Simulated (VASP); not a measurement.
# SnSe (I4/mmm) in VASP: a series of runs

The runs below take SnSe through single point, with LDA.

Everything below comes from runs of VASP 6.6.1. Logs are shortened: lines on timing, memory, paths and dates and some standing lists are left out, and cuts for length are marked.

## 1. The cell of the first run

The structure is tetragonal, space group I4/mmm (No. 139). Conventional cell: a = 4.257 Å, b = 4.257 Å, c = 5.900 Å, α = 90.00°, β = 90.00°, γ = 90.00°. Sn (site symmetry 4/mmm) has 6 Se at 2.95 to 3.01 Å within 3.9 Å. Within 3.9 Å of Se (site symmetry 4/mmm) lie 6 Sn at 2.95 to 3.01 Å.

## 2. Single point, LDA (strain -0.0200 x Voigt [0, 0, 1, 0, 0, 0])

Input file INCAR:

```
SYSTEM = SnSe
  PREC = Accurate
  ENCUT = 520
  EDIFF = 1E-6
  ISMEAR = 0
  SIGMA = 0.05
  LREAL = .FALSE.
  LASPH = .TRUE.
  NELM = 80
  ALGO = Normal
  ISIF = 2
  LWAVE = .FALSE.
  LCHARG = .TRUE.
  GGA = CA
  LELF = .TRUE.
  LVHAR = .TRUE.
  NBANDS = 17
```

Input file KPOINTS:

```
Automatic mesh
0
G
  8 8 8
  0 0 0
```

Input file POSCAR:

```
SnSe
1.0
    0.0000000000      3.0100000000      2.9498000000
    3.0100000000      0.0000000000      2.9498000000
    3.0100000000      3.0100000000      0.0000000000
Sn Se
1 1
Direct
    0.0000000000      0.0000000000      0.0000000000
    0.5000000000      0.5000000000      0.5000000000
```

Potentials or basis: VASP PAW LDA potentials, release 64 (Sn_d, Se).

Started as:

```console
$ cat potpaw_LDA.64/Sn_d/POTCAR potpaw_LDA.64/Se/POTCAR > POTCAR
$ mpirun -np 1 vasp_std > vasp.out
```

OUTCAR:

```text
SYSTEM = SnSe
   PREC = Accurate
   ENCUT = 520
   EDIFF = 1E-6
   ISMEAR = 0
   LREAL = .FALSE.
   LASPH = .TRUE.
   NELM = 80
   ISIF = 2
   GGA = CA

 ion  position               nearest neighbor table
   1  0.000  0.000  0.000-   2 2.95   2 2.95   2 3.01   2 3.01   2 3.01   2 3.01
   2  0.500  0.500  0.500-   1 2.95   1 2.95   1 3.01   1 3.01   1 3.01   1 3.01

  LATTYP: Found a body centered tetragonal cell.
 ALAT       =     4.2567828227
 C/A-ratio  =     1.3859292911

  Lattice vectors:

 A1 = (   0.0000000000,  -3.0100000000,  -2.9498000000)
 A2 = (   0.0000000000,   3.0100000000,  -2.9498000000)
 A3 = (   3.0100000000,   0.0000000000,   2.9498000000)

Analysis of symmetry for initial positions (statically):
=====================================================================
 Subroutine PRICEL returns:
 Original cell was already a primitive cell.

 Routine SETGRP: Setting up the symmetry group for a
 body centered tetragonal supercell.

 Subroutine GETGRP returns: Found 16 space group operations
 (whereof 16 operations were pure point group operations)
 out of a pool of 16 trial point group operations.

The static configuration has the point symmetry D_4h.

Analysis of symmetry for dynamics (positions and initial velocities):
=====================================================================
 Subroutine PRICEL returns:
 Original cell was already a primitive cell.

 Routine SETGRP: Setting up the symmetry group for a
 body centered tetragonal supercell.

 Subroutine GETGRP returns: Found 16 space group operations
 (whereof 16 operations were pure point group operations)
 out of a pool of 16 trial point group operations.

The dynamic configuration has the point symmetry D_4h.

 Subroutine INISYM returns: Found 16 space group operations
 (whereof 16 operations are pure point group operations),
 and found     1 'primitive' translations

----------------------------------------------------------------------------------------

                                     Primitive cell

  volume of cell :      53.4510

  direct lattice vectors                    reciprocal lattice vectors
     0.000000000  3.010000000  2.949800000    -0.166112957  0.166112957  0.169503017
     3.010000000  0.000000000  2.949800000     0.166112957 -0.166112957  0.169503017
     3.010000000  3.010000000  0.000000000     0.166112957  0.166112957 -0.169503017

  length of vectors
     4.214429978  4.214429978  4.256782823     0.289686558  0.289686558  0.289686558

  position of ions in fractional coordinates (direct lattice)
     0.000000000  0.000000000  0.000000000
[... 79 lines left out ...]
   LREAL  =      F    real-space projection
   EDIFFG = 0.1E-04   stopping-criterion for IOM
   NSW    =      0    number of steps for IOM
   IBRION =     -1    ionic relax: 0-MD 1-quasi-New 2-CG
   NFREE  =      0    steps in history (QN), initial steepest desc. (CG)
   ISIF   =      2    stress and relaxation
   ISYM   =      2    0-nonsym 1-usesym 2-fastsym
   POTIM  = 0.5000    time-step for ionic-motion
   TEBEG  =    0.0;   TEEND  =   0.0 temperature during run
   PSTRESS=    0.0 pullay stress
   NELECT =      20.0000    total number of electrons
   NUPDOWN=      -1.0000    fix difference up-down
   EMIN   =  10.00;   EMAX   =-10.00  energy-range for DOS
   EFERMI =   0.00;   METHOD = LEGACY
   ISMEAR =     0;   SIGMA  =   0.05  broadening in eV -4-tet -1-fermi 0-gaus
   EFERMI_NEDOS =   21; number of points for ismear=-14 and -15
   IALGO  =     38    algorithm
   IMIX   =      4    mixing-type and parameters
     AMIX     =   0.40;   BMIX     =  1.00
     AMIX_MAG =   1.60;   BMIX_MAG =  1.00
  volume/ion in A,a.u.               =      26.73       180.35
  Fermi-wavevector in a.u.,A,eV,Ry     =   1.179686  2.229283 18.934661  1.391658
  Thomas-Fermi vector in A             =   2.315992
   LORBIT       =      0    0 simple, 1 ext, 2 COOP (PROOUT), +10 PAW based schemes
   GGA     = CA    functional components
   LHFCALC =     F    Hartree Fock is set to
   AEXX    =    0.0000 exact exchange contribution
   IVDW    =     0    specifies the selected vdW correction
   LEPSILON=     F    determine dielectric tensor
   LRPA    =     F    only Hartree local field effects (RPA)
 non-spin polarized calculation
 Gauss-broadening in eV      SIGMA  =   0.05
  energy-cutoff  :      520.00
  volume of cell :       53.45
 maximum number of plane-waves:      1456
   NGX = 15   NGY = 15   NGZ = 15

 number of electron      20.0000010 magnetization

 Free energy of the ion-electron system (eV)
  ---------------------------------------------------
  ext. energy  EPLUGINS =         0.00000000
  ---------------------------------------------------
  free energy    TOTEN  =        -9.48817279 eV

  energy without entropy =       -9.48817279  energy(sigma->0) =       -9.48817279

 E-fermi :   5.8252     XC(G=0):  -9.9716

 val. band max:        5.5388959694   @ k =   0.5000   0.0000   0.0000
 cond. band min:       6.2571123816   @ k =  -0.3750   0.1250   0.0000
 fundamental gap:      0.7182164122
 Fermi energy:         5.8251603774

 k-point     1 :       0.0000    0.0000    0.0000
  band No.  band energies     occupation
      1     -15.8458      2.00000
      2     -15.8423      2.00000
      3     -15.8381      2.00000
      4     -15.8372      2.00000
      5     -15.8372      2.00000
      6      -8.3565      2.00000
[... 457 lines left out ...]
      4     -15.8310      2.00000
      5     -15.8254      2.00000
      6      -7.6076      2.00000
[... 9 lines left out ...]
     16      14.9149      0.00000
     17      16.9828      0.00000

 [... further k-points ...]

------------------------ aborting loop because EDIFF is reached ----------------------------------------

  FORCE on cell =-STRESS in cart. coord.  units (eV):
  Direction    XX          YY          ZZ          XY          YZ          ZX
  --------------------------------------------------------------------------------------
  -------------------------------------------------------------------------------------
  Total       -1.0264143     -1.0264143     -0.1858270      0.0000000      0.0000000     -0.0000000
  in kB      -30.7664749    -30.7664749     -5.5701113      0.0000000      0.0000000     -0.0000000
  external PRESSURE =     -22.3676870 kB  Pullay stress =       0.0000000 kB

 VOLUME and BASIS-vectors are now :
 -----------------------------------------------------------------------------
  energy-cutoff  :      520.00
  volume of cell :       53.45
      direct lattice vectors                 reciprocal lattice vectors
     0.000000000  3.010000000  2.949800000    -0.166112957  0.166112957  0.169503017
     3.010000000  0.000000000  2.949800000     0.166112957 -0.166112957  0.169503017
     3.010000000  3.010000000  0.000000000     0.166112957  0.166112957 -0.169503017

 POSITION                                       TOTAL-FORCE (eV/Angst)
 -----------------------------------------------------------------------------------
      0.00000      0.00000      0.00000         0.000000     -0.000000      0.000000
      3.01000      3.01000      2.94980        -0.000000      0.000000      0.000000
 -----------------------------------------------------------------------------------
    total drift:                                0.000000     -0.000000     -0.000000

  FREE ENERGIE OF THE ION-ELECTRON SYSTEM (eV)
  ---------------------------------------------------
  free  energy   TOTEN  =        -9.4881727920 eV

  energy  without entropy=       -9.4881727920  energy(sigma->0) =       -9.48817279
```

OSZICAR:

```text
N       E                     dE             d eps       ncg     rms          rms(c)
DAV:   1     0.131381206394E+03    0.13138E+03   -0.97987E+03  2047   0.144E+03
DAV:   2     0.366045589053E+01   -0.12772E+03   -0.12286E+03  2105   0.344E+02
DAV:   3    -0.932307282953E+01   -0.12984E+02   -0.12885E+02  2512   0.955E+01
DAV:   4    -0.966155002096E+01   -0.33848E+00   -0.33821E+00  2372   0.161E+01
DAV:   5    -0.967073433540E+01   -0.91843E-02   -0.91839E-02  2972   0.265E+00    0.326E+00
DAV:   6    -0.949610872125E+01    0.17463E+00   -0.42929E-01  2957   0.390E+00    0.197E+00
DAV:   7    -0.948971336107E+01    0.63954E-02   -0.63387E-02  2492   0.114E+00    0.928E-01
DAV:   8    -0.948833964212E+01    0.13737E-02   -0.63244E-03  2402   0.677E-01    0.776E-02
DAV:   9    -0.948816730259E+01    0.17234E-03   -0.11472E-03  2884   0.251E-01    0.397E-02
DAV:  10    -0.948817212953E+01   -0.48269E-05   -0.87055E-05  2335   0.545E-02    0.838E-03
DAV:  11    -0.948817279205E+01   -0.66251E-06   -0.51155E-06  2679   0.162E-02
   1 F= -.94881728E+01 E0= -.94881728E+01  d E =-.128079E-17
```

stdout:

```text
POSCAR found type information on POSCAR SnSe
 POSCAR found :  2 types and       2 ions
 scaLAPACK will be used
 LDA part: xc-table for (Slater(with rela. corr.)+CA(PZ))
 , standard interpolation
 POSCAR, INCAR and KPOINTS ok, starting setup
 FFT: planning ... GRIDC
 FFT: planning ... GRID_SOFT
 FFT: planning ... GRID
 WAVECAR not read
 entering main loop
```

It took 36 s on 1 thread of Intel Xeon Platinum 8488C (Sapphire Rapids), shared host; peak memory 0.19 GiB.

What came out:

```
Free energy            : -9.4882 eV
Pressure               : -2.2 GPa
Band gap on the k mesh : 0.72 eV, indirect (least direct gap 0.73 eV)
```

Stress tensor (GPa, compression positive):
```
-3.08  0.00  0.00
 0.00 -3.08  0.00
 0.00  0.00 -0.56
```

Levels at points of the mesh, in eV from the valence-band top:
| k point | band 8 | band 9 | band 10 | band 11 | band 12 | band 13 |
| --- | --- | --- | --- | --- | --- | --- |
| (0.00, 0.00, 0.00) | -2.25 | -2.04 | -2.04 | 4.25 | 4.25 | 4.74 |
| (0.50, 0.00, 0.00) | -1.87 | -1.83 | 0.00 | 0.73 | 1.23 | 1.35 |
| (0.50, 0.50, 0.00) | -5.53 | -3.64 | -3.64 | 2.99 | 5.41 | 5.41 |
| (0.50, 0.00, 0.50) | -5.49 | -3.71 | -3.48 | 3.06 | 5.27 | 5.77 |

Caveat: the cell differs from its parent crystal (strain -0.0200 x Voigt [0, 0, 1, 0, 0, 0]); spin-orbit coupling is left out, which moves the levels of the heavy elements.

(Part 1 of 2 ends here.)
